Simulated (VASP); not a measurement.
A run of VASP 6.6.1:

The input POSCAR:

```
Ru
1.0
    2.7485537587      0.0000000000      0.0000000000
   -1.3742768793      2.3803173787      0.0000000000
    0.0000000000      0.0000000000      8.8646283618
Ru
4
Direct
    0.0000000000      0.0000000000      0.0000000000
    0.0000000000      0.0000000000      0.5000000000
    0.3333333333      0.6666666667      0.7500000000
    0.6666666667      0.3333333333      0.2500000000
```

File INCAR.step1:

```
ALGO = Normal
EDIFF = 1E-4
ENCUT = 600
GGA = PE
ISMEAR = 0
LASPH = True
LCHARG = False
LREAL = False
LWAVE = True
NELM = 80
PREC = Accurate
SIGMA = 0.1
```

File INCAR.step2:

```
ALGO = Normal
EDIFF = 1E-6
EDIFFG = -0.04
ENCUT = 600
IBRION = 2
ISIF = 3
ISMEAR = 0
ISTART = 1
LASPH = True
LCHARG = False
LMIXTAU = True
LREAL = False
LWAVE = False
METAGGA = R2SCAN
NELM = 80
NSW = 90
PREC = Accurate
SIGMA = 0.1
```

Contents of KPOINTS:

```
k-points
0
Gamma
  9 9 2
```

Potentials or basis: VASP PAW PBE potentials, release 64 (Ru_pv).

Command:

```bash
$ cat potpaw_PBE.64/Ru_pv/POTCAR > POTCAR
$ cp INCAR.step1 INCAR
$ mpirun -np 1 vasp_std > vasp.out
$ cp INCAR.step2 INCAR
$ mpirun -np 1 vasp_std > vasp.out
```

Hardware: 1 thread of Intel(R) Xeon(R) Platinum 8488C (Sapphire Rapids), on a shared host.

Question: Estimate the wall time of this run.

Answer: It took 15 min on 1 thread of Intel(R) Xeon(R) Platinum 8488C (Sapphire Rapids), with other jobs on the host, peak memory 0.23 GiB. Counts: k points 24, ion steps 7.
